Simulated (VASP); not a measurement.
Input of a VASP 6.6.1 run:

The input INCAR:

```
SYSTEM = Li2S
PREC = Accurate
ENCUT = 750
EDIFF = 1E-6
ISMEAR = 0
SIGMA = 0.01
LREAL = .False.
LASPH = .True.
NELM = 120
ALGO = Normal
ISIF = 2
LWAVE = .False.
LCHARG = .False.
GGA = PE
NBANDS = 13
GGA_COMPAT = .False.
```

The input KPOINTS:

```
Automatic mesh
0
Gamma
  6 6 6
  0 0 0
```

Contents of POSCAR:

```
Li2S
1.0
    0.0000000000      2.8528556614      2.8528556614
    2.8528556614      0.0000000000      2.8528556614
    2.8528556614      2.8528556614      0.0000000000
Li S
2 1
Direct
    0.2500000000      0.2500000000      0.2500000000
    0.7500000000      0.7500000000      0.7500000000
    0.0000000000      0.0000000000      0.0000000000
```

Potentials or basis: VASP PAW PBE potentials, release 64 (Li_sv, S).

Run with:

```sh
$ cat potpaw_PBE.64/Li_sv/POTCAR potpaw_PBE.64/S/POTCAR > POTCAR
$ mpirun -np 1 vasp_std > vasp.out
```

Question: Predict the band gap on the k mesh.

Answer: 3.39 eV (least direct gap 4.25 eV).

Question: What does it give for the pressure?

Answer: -0.1 GPa.

A k mesh can miss the band edges.
